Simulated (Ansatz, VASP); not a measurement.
**One calculation of ZnCu2SnSe4, two programs**

The input INCAR:

```
SYSTEM = ZnCu2SnSe4
ALGO = Normal
EDIFF = 1E-6
ENCUT = 600
GGA = PE
GGA_COMPAT = .False.
ISIF = 2
ISMEAR = 0
LASPH = .True.
LCHARG = .False.
LREAL = .False.
LWAVE = .False.
NBANDS = 46
NELM = 120
PREC = Accurate
SIGMA = 0.1
```

File KPOINTS:

```
k-points
0
Gamma
  5 5 5
  0 0 0
```

Contents of POSCAR:

```
ZnCu2SnSe4
1.0
    0.0000000000     -5.7649023322      0.0000000000
   -5.7649023322      0.0000000000      0.0000000000
    2.8824511661      2.8824511661     -5.7599695638
Zn Cu Sn Se
1 2 1 4
Direct
    0.2500000000      0.7500000000      0.5000000000
    0.7500000000      0.2500000000      0.5000000000
    1.0000000000      0.0000000000      0.0000000000
    0.5000000000      0.5000000000      0.0000000000
    0.3706069093      0.3612945491      0.2604392234
    0.8898323142      0.8991446744      0.2604392234
    0.1008553256      0.6293930907      0.7395607766
    0.6387054509      0.1101676858      0.7395607766
```

Input for Ansatz:

```yaml
crystal:
  lattice:
    - [0.0, -5.7649023322, 0.0]
    - [-5.7649023322, 0.0, 0.0]
    - [2.8824511661, 2.8824511661, -5.7599695638]
  atoms:
    - { symbol: Zn, position: [0.25, 0.75, 0.5] }
    - { symbol: Cu, position: [0.75, 0.25, 0.5] }
    - { symbol: Cu, position: [1.0, 0.0, 0.0] }
    - { symbol: Sn, position: [0.5, 0.5, 0.0] }
    - { symbol: Se, position: [0.3706069093, 0.3612945491, 0.2604392234] }
    - { symbol: Se, position: [0.8898323142, 0.8991446744, 0.2604392234] }
    - { symbol: Se, position: [0.1008553256, 0.6293930907, 0.7395607766] }
    - { symbol: Se, position: [0.6387054509, 0.1101676858, 0.7395607766] }
basis:
  ecutwfc: 420
  xc_grid: 2
kpoints:
  mp_grid: { grid: [5, 5, 5], shift: [0.0, 0.0, 0.0] }
hamiltonian:
  xc: pbe
scf:
  occupations: { method: gaussian, width: 0.1 }
output:
  forces: true
  stress: true
  eigenvalues: true
  write_density: true
  write_potential: true
  elf: true
  volumetric_format: npy
```

Alike in both runs: task single point; functional PBE; k mesh 5 × 5 × 5; occupations gaussian, width 0.1 eV; no spin polarisation.

|  | VASP | Ansatz |
| --- | --- | --- |
| version | VASP 6.6.1 | Ansatz 0.2.0 |
| potentials or method | VASP PAW PBE potentials, release 64 (Zn, Cu, Sn_d, Se), cutoff 600 eV | scalar-relativistic, plane waves, PAW |
| valence electrons in the cell | 72 | 128 |

Ansatz gave:

- gap on the k mesh at the Fermi level (eV): none
- pressure (GPa): 0.0
- rms of the force components (eV/Å): 0.000

**Question.** What did VASP give for the same quantities?

**Answer.** gap on the k mesh at the Fermi level (eV): none; pressure (GPa): 0.2; rms of the force components (eV/Å): 0.007.

Atom by atom the forces differ by 0.007 eV/Å (rms over components). A gap of «none» marks a metal or a gap that the smearing closes. VASP's potentials hold 72 valence electrons a cell and Ansatz's 128, so a difference there can come from the potentials and not from the codes.
